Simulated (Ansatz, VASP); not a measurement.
# TiSe2 in VASP and in Ansatz

INCAR

```
SYSTEM = TiSe2
  PREC = Accurate
  ENCUT = 500
  EDIFF = 1E-6
  ISMEAR = -1
  SIGMA = 0.02
  LREAL = .FALSE.
  LASPH = .TRUE.
  NELM = 120
  ALGO = Normal
  ISIF = 2
  LWAVE = .FALSE.
  LCHARG = .FALSE.
  NBANDS = 19
  GGA_COMPAT = .FALSE.
```

KPOINTS

```
regular mesh
0
G
  12 12 4
  0 0 0
```

The input POSCAR:

```
TiSe2
1.0
    3.5420252115      0.0000000000      0.0000000000
   -1.7710126058      3.0674838140      0.0000000000
    0.0000000000      0.0000000000      6.0915063938
Ti Se
1 2
Direct
    0.0000000000      0.0000000000      0.0000000000
    0.3333333333      0.6666666667      0.2498693004
    0.6666666667      0.3333333333      0.7501306996
```

Input for Ansatz:

```yaml
crystal:
  lattice:
    - [3.5420252115, 0.0, 0.0]
    - [-1.7710126058, 3.067483814, 0.0]
    - [0.0, 0.0, 6.0915063938]
  atoms:
    - { symbol: Ti, position: [0.0, 0.0, 0.0] }
    - { symbol: Se, position: [0.3333333333, 0.6666666667, 0.2498693004] }
    - { symbol: Se, position: [0.6666666667, 0.3333333333, 0.7501306996] }
kpoints:
  mp_grid: { grid: [12, 12, 4] }
  band_path:
    path:
      - [0.0, 0.0, 0.0]
      - [0.5, 0.0, 0.0]
      - [0.3333333333, 0.3333333333, 0.0]
      - [0.0, 0.0, 0.5]
      - [0.5, 0.0, 0.5]
      - [0.3333333333, 0.3333333333, 0.5]
    npoints: 1
hamiltonian:
  xc: lda
scf:
  occupations: { method: fermi_dirac, width: 0.02 }
  n_extra_bands: 4
output:
  forces: true
  stress: true
  eigenvalues: true
```

Alike in both runs: task single point; functional LDA; k mesh 12 × 12 × 4; occupations fermi-dirac, width 0.02 eV; no spin polarisation.

```csv
,VASP,Ansatz
version,VASP 6.6.1,Ansatz 0.2.0
potentials or method,"VASP PAW LDA potentials, release 64 (Ti_sv, Se)","plane waves, PAW"
plane-wave cutoff (eV),500,420
valence electrons in the cell,24,44
```

```tsv
	VASP	Ansatz	Ansatz less VASP
pressure (GPa)	-4.3	-4.5	-0.20
traceless stress, the component that is largest in VASP (GPa)	0.76	0.76	+0.001
rms of the force components (eV/Å)	0.075	0.092	+0.0166
```

LDA's correlation is that of Perdew and Zunger in VASP and of Perdew and Wang (1992) in Ansatz. Atom by atom the forces differ by 0.017 eV/Å (rms over components). VASP's potentials hold 24 valence electrons a cell and Ansatz's 44, so a difference there can come from the potentials and not from the codes.
